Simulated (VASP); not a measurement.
# PtSe2 (P-3m1) in VASP: notebook

Aim: see how the results for PtSe2 move with the level of theory and the settings. Levels: PBEsol, LDA, LDA+U. Tasks: vibrations by perturbation theory, single point.

Everything below comes from runs of VASP 6.6.1. Logs are shortened: lines on timing, memory, paths and dates and some standing lists are left out, and cuts for length are marked.

## Step 1: The cell of the first run

The structure is trigonal, space group P-3m1 (No. 164). The conventional cell has a = 3.724 Å, b = 3.724 Å, c = 5.062 Å, α = 90.00°, β = 90.00°, γ = 120.00°. Within 3.3 Å of Pt (site symmetry -3m) lie 6 Se at 2.49 Å. Within 3.4 Å of Se (site symmetry 3m) lie 3 Pt at 2.49 Å and 6 Se at 3.32 Å.

## Step 2: Vibrations by perturbation theory, PBEsol

INCAR reads:

```
SYSTEM = PtSe2
  PREC = Accurate
  ENCUT = 520
  EDIFF = 1E-8
  ISMEAR = -1
  SIGMA = 0.05
  LREAL = .False.
  LASPH = .True.
  NELM = 100
  ALGO = Normal
  ISIF = 2
  LWAVE = .False.
  LCHARG = .False.
  GGA = PS
  IBRION = 8
  NSW = 1
```

KPOINTS reads:

```
regular mesh
0
Gamma
  7 7 5
  0 0 0
```

POSCAR reads:

```
PtSe2
1.0
    3.7240000000      0.0000000000      0.0000000000
   -1.8620000000      3.2250786037      0.0000000000
    0.0000000000      0.0000000000      5.0620000000
Pt Se
1 2
Direct
    0.0000000000      0.0000000000      0.0000000000
    0.6666666667      0.3333333333      0.7500000000
    0.3333333333      0.6666666667      0.2500000000
```

Potentials or basis: VASP PAW PBE potentials, release 64 (Pt, Se).

On the command line:

```
$ cat potpaw_PBE.64/Pt/POTCAR potpaw_PBE.64/Se/POTCAR > POTCAR
$ mpirun -np 1 vasp_std > vasp.out
```

OUTCAR:

```text
SYSTEM = PtSe2
   PREC = Accurate
   ENCUT = 520
   EDIFF = 1E-8
   ISMEAR = -1
   LREAL = .False.
   LASPH = .True.
   NELM = 100
   ISIF = 2
   GGA = PS
   IBRION = 8
   NSW = 1

 ion  position               nearest neighbor table
   1  0.000  0.000  0.000-   2 2.49   3 2.49   2 2.49   3 2.49   2 2.49   3 2.49
   2  0.667  0.333  0.750-   1 2.49   1 2.49   1 2.49
   3  0.333  0.667  0.250-   1 2.49   1 2.49   1 2.49

  LATTYP: Found a hexagonal cell.
 ALAT       =     3.7240000000
 C/A-ratio  =     1.3592910849

  Lattice vectors:

 A1 = (   3.7240000000,   0.0000000000,   0.0000000000)
 A2 = (  -1.8620000000,   3.2250786037,   0.0000000000)
 A3 = (   0.0000000000,   0.0000000000,   5.0620000000)

Analysis of symmetry for initial positions (statically):
=====================================================================
 Subroutine PRICEL returns:
 Original cell was already a primitive cell.

 Routine SETGRP: Setting up the symmetry group for a
 hexagonal supercell.

 Subroutine GETGRP returns: Found 12 space group operations
 (whereof 12 operations were pure point group operations)
 out of a pool of 24 trial point group operations.

The static configuration has the point symmetry D_3d.

Analysis of symmetry for dynamics (positions and initial velocities):
=====================================================================
 Subroutine PRICEL returns:
 Original cell was already a primitive cell.

 Routine SETGRP: Setting up the symmetry group for a
 hexagonal supercell.

 Subroutine GETGRP returns: Found 12 space group operations
 (whereof 12 operations were pure point group operations)
 out of a pool of 24 trial point group operations.

The dynamic configuration has the point symmetry D_3d.

 Subroutine INISYM returns: Found 12 space group operations
 (whereof 12 operations are pure point group operations),
 and found     1 'primitive' translations

----------------------------------------------------------------------------------------

                                     Primitive cell

  volume of cell :      60.7956

  direct lattice vectors                    reciprocal lattice vectors
     3.724000000  0.000000000  0.000000000     0.268528464  0.155034981  0.000000000
    -1.862000000  3.225078604  0.000000000     0.000000000  0.310069962  0.000000000
     0.000000000  0.000000000  5.062000000     0.000000000  0.000000000  0.197550375

  length of vectors
     3.724000000  3.724000000  5.062000000     0.310069962  0.310069962  0.197550375

  position of ions in fractional coordinates (direct lattice)
     0.000000000  0.000000000  0.000000000
     0.666666667  0.333333333  0.750000000
     0.333333333  0.666666667  0.250000000

  ion indices of the primitive-cell ions
   primitive index   ion index
                 1           1
                 2           2
                 3           3

----------------------------------------------------------------------------------------

 KPOINTS: regular mesh

Automatic generation of k-mesh.
 Grid dimensions read from file:
 generate k-points for:    7    7    5

 Generating k-lattice:

  Cartesian coordinates                     Fractional coordinates (reciprocal lattice)
     0.038361209  0.022147854  0.000000000     0.142857143  0.000000000  0.000000000
     0.000000000  0.044295709  0.000000000     0.000000000  0.142857143  0.000000000
     0.000000000  0.000000000  0.039510075     0.000000000  0.000000000  0.200000000

  Length of vectors
     0.044295709  0.044295709  0.039510075

  Shift w.r.t. Gamma in fractional coordinates (k-lattice)
     0.000000000  0.000000000  0.000000000

 Subroutine IBZKPT returns following result:
 ===========================================

 Found     32 irreducible k-points:

 Following reciprocal coordinates:
            Coordinates               Weight
  0.000000  0.000000  0.000000      1.000000
  0.142857 -0.000000  0.000000      6.000000
  0.285714 -0.000000  0.000000      6.000000
  0.428571  0.000000  0.000000      6.000000
  0.142857  0.142857  0.000000      6.000000
  0.285714  0.142857  0.000000     12.000000
[... 16 lines left out ...]
  0.000000  0.142857  0.400000      6.000000
[... 29 lines left out ...]
   TEBEG  =    0.0;   TEEND  =   0.0 temperature during run
   PSTRESS=    0.0 pullay stress
   NELECT =      22.0000    total number of electrons
   NUPDOWN=      -1.0000    fix difference up-down
   EMIN   =  10.00;   EMAX   =-10.00  energy-range for DOS
   EFERMI =   0.00;   METHOD = LEGACY
   ISMEAR =    -1;   SIGMA  =   0.05  broadening in eV -4-tet -1-fermi 0-gaus
   EFERMI_NEDOS =   21; number of points for ismear=-14 and -15
   IALGO  =     38    algorithm
   IMIX   =      4    mixing-type and parameters
     AMIX     =   0.40;   BMIX     =  1.00
     AMIX_MAG =   1.60;   BMIX_MAG =  1.00
  volume/ion in A,a.u.               =      20.27       136.76
  Fermi-wavevector in a.u.,A,eV,Ry     =   1.166608  2.204570 18.517184  1.360975
  Thomas-Fermi vector in A             =   2.303119
   LORBIT       =      0    0 simple, 1 ext, 2 COOP (PROOUT), +10 PAW based schemes
   GGA     = PS    functional components
   LHFCALC =     F    Hartree Fock is set to
   AEXX    =    0.0000 exact exchange contribution
   IVDW    =     0    specifies the selected vdW correction
   LEPSILON=     F    determine dielectric tensor
   LRPA    =     F    only Hartree local field effects (RPA)
 non-spin polarized calculation
  energy-cutoff  :      520.00
  volume of cell :       60.80
 maximum number of plane-waves:      1645
   NGX = 13   NGY = 13   NGZ = 19

--------------------------------------- Ionic step        1  -------------------------------------------

 number of electron      21.9999999 magnetization

 Free energy of the ion-electron system (eV)
  ---------------------------------------------------
  ext. energy  EPLUGINS =         0.00000000
  ---------------------------------------------------
  free energy    TOTEN  =       -15.89063376 eV

  energy without entropy =      -15.88348812  energy(sigma->0) =      -15.88706094

 E-fermi :   6.3990     XC(G=0): -10.8056

 val. band max:        6.1399253268   @ k =   0.1429  -0.0000   0.0000
 cond. band min:       6.4431903196   @ k =   0.2857   0.2857   0.0000
 fundamental gap:      0.3032649928
 Fermi energy:         6.3989894619

 k-point     1 :       0.0000    0.0000    0.0000
  band No.  band energies     occupation
      1      -9.3424      2.00000
      2      -6.4963      2.00000
      3      -0.8359      2.00000
      4      -0.1107      2.00000
      5      -0.1107      2.00000
      6       2.3725      2.00000
      7       2.3725      2.00000
      8       3.8188      2.00000
      9       5.3325      2.00000
     10       5.3325      2.00000
     11       6.8063      0.00058
     12       7.8607      0.00000
     13       7.8607      0.00000
     14       9.8890      0.00000
[... 401 lines left out ...]
      2      -7.4399      2.00000
      3      -0.3962      2.00000
      4       0.3398      2.00000
      5       0.3784      2.00000
      6       1.7216      2.00000
      7       2.0454      2.00000
      8       3.0535      2.00000
      9       4.1226      2.00000
     10       4.6164      2.00000
     11       4.6238      2.00000
     12       7.5893      0.00000
     13       7.7810      0.00000
     14      11.0046      0.00000
     15      12.2936      0.00000

 [... further k-points ...]
[... 5 lines left out ...]
  --------------------------------------------------------------------------------------
  -------------------------------------------------------------------------------------
  Total        1.0242634      1.0242634      0.4661677     -0.0000000      0.0000000      0.0000000
  in kB       26.9929365     26.9929365     12.2851554     -0.0000000      0.0000000      0.0000000
  external PRESSURE =      22.0903428 kB  Pullay stress =       0.0000000 kB

 VOLUME and BASIS-vectors are now :
 -----------------------------------------------------------------------------
  energy-cutoff  :      520.00
  volume of cell :       60.80
      direct lattice vectors                 reciprocal lattice vectors
     3.724000000  0.000000000  0.000000000     0.268528464  0.155034981  0.000000000
    -1.862000000  3.225078604  0.000000000     0.000000000  0.310069962  0.000000000
     0.000000000  0.000000000  5.062000000     0.000000000  0.000000000  0.197550375

 POSITION                                       TOTAL-FORCE (eV/Angst)
 -----------------------------------------------------------------------------------
      0.00000      0.00000      0.00000         0.000000      0.000000      0.000000
      1.86200      1.07503      3.79650        -0.000000     -0.000000     -0.369142
     -0.00000      2.15005      1.26550         0.000000      0.000000      0.369142
 -----------------------------------------------------------------------------------
    total drift:                               -0.000000     -0.000000     -0.000000

  FREE ENERGIE OF THE ION-ELECTRON SYSTEM (eV)
  ---------------------------------------------------
  free  energy   TOTEN  =       -15.8906337553 eV

  energy  without entropy=      -15.8834881160  energy(sigma->0) =      -15.88706094

[... ionic steps 2 to 3 ...]

--------------------------------------- Ionic step        4  -------------------------------------------

------------------------ aborting loop because EDIFF is reached ----------------------------------------
[... 11 lines left out ...]
[... ionic steps 8 to 8 ...]

--------------------------------------- Ionic step        9  -------------------------------------------

 Free energy of the ion-electron system (eV)
  ---------------------------------------------------
  ---------------------------------------------------
  free energy    TOTEN  =        -0.09102808 eV

  energy without entropy =       -0.09102320

------------------------ aborting loop because EDIFF is reached ----------------------------------------

 INTERNAL STRAIN TENSOR  FOR ION    2  DIRECTION 3   (eV/Angst):
 -----------------------------------------------------------------------------
    11.89399  0.00000 -0.00000
     0.00000 11.89399  0.00000
     0.00000  0.00000 14.14225

 INTERNAL STRAIN TENSOR FOR ION    3 for displacements in x,y,z  (eV/Angst):
          X           Y           Z          XY          YZ          ZX
  --------------------------------------------------------------------------------
  x    -0.00000     0.00000     0.00000     5.32735     0.00000    -9.51872
  y     5.32735    -5.32735     0.00000     0.00000   -10.22015     0.00000
  z   -11.89399   -11.89399   -14.14225     0.00000     0.00000     0.00000

 SECOND DERIVATIVES (NOT SYMMETRIZED)
 ------------------------------------
               1X          1Y          1Z          2X          2Y          2Z          3X          3Y          3Z
  1X   -15.942106    0.000000    0.000000    7.971053    0.000000    0.000000    7.971053    0.000000    0.000000
  1Y     0.000000  -15.942106    0.000000    0.000000    7.971053    0.000000    0.000000    7.971053    0.000000
  1Z     0.000000   -0.000000  -16.244921    0.000000    0.000000    8.122461    0.000000    0.000000    8.122461
  2X     7.967922    0.000000    0.000000   -8.345898    0.000000    0.000000    0.377976    0.000000    0.000000
  2Y     0.000000    7.967922   -0.000000    0.000000   -8.345898    0.000000    0.000000    0.377976    0.000000
  2Z     0.000000    0.000000    8.124856    0.000000   -0.000000  -10.077365    0.000000   -0.000000    1.952510
  3X     7.967922    0.000000    0.000000    0.377976    0.000000    0.000000   -8.345898    0.000000    0.000000
  3Y     0.000000    7.967922   -0.000000    0.000000    0.377976    0.000000    0.000000   -8.345898    0.000000
  3Z     0.000000    0.000000    8.124856    0.000000   -0.000000    1.952510    0.000000   -0.000000  -10.077365

 Eigenvectors and eigenvalues of the dynamical matrix
 ----------------------------------------------------

   1 f  =    6.745394 THz    42.382561 2PiTHz  225.002128 cm-1    27.896696 meV
             X         Y         Z           dx          dy          dz
      0.000000  0.000000  0.000000    -0.000000    0.000000   -0.668799
      1.862000  1.075026  3.796500     0.000000   -0.000000    0.525694
     -0.000000  2.150052  1.265500     0.000000   -0.000000    0.525694
[... 43 lines left out ...]
   9 f/i=    0.000653 THz     0.004100 2PiTHz    0.021769 cm-1     0.002699 meV
             X         Y         Z           dx          dy          dz
      0.000000  0.000000  0.000000    -0.478637    0.568721   -0.000000
      1.862000  1.075026  3.796500    -0.304571    0.361895   -0.000000
     -0.000000  2.150052  1.265500    -0.304571    0.361895   -0.000000

--------------------------------------------------------------------------------------------------------

 ELASTIC MODULI CONTR FROM IONIC RELAXATION (kBar)
 Direction    XX          YY          ZZ          XY          YZ          ZX
 --------------------------------------------------------------------------------
 XX        -791.2834   -448.3484   -736.9761      0.0000    328.9483     -0.0000
 YY        -448.3484   -791.2834   -736.9761     -0.0000   -328.9483      0.0000
 ZZ        -736.9761   -736.9761   -876.2824      0.0000      0.0000     -0.0000
 XY           0.0000     -0.0000      0.0000   -171.4675     -0.0000    306.3721
 YZ         328.9483   -328.9483      0.0000     -0.0000   -631.0640      0.0000
 ZX          -0.0000      0.0000     -0.0000    306.3721      0.0000   -547.4148
 --------------------------------------------------------------------------------
```

Run time: 12 min. Hardware: 1 thread of AMD EPYC 7R13, shared host; peak memory 0.41 GiB.

What came out:

* Highest phonon frequency at Γ, LO-TO splitting left out: 225 cm⁻¹

Phonon frequencies in cm⁻¹ (negative: imaginary):
```
              q point                    frequencies
(0.000, 0.000, 0.000)  0 0 0 173 173 204 223 223 225
```

Caveat: the cell stands under pressure or tension, which shifts response properties; the PAW data sets were made with another functional, which shifts forces and pressure a little; spin-orbit coupling is left out, which moves the levels of the heavy elements.

(Continued in part 2 of 2.)
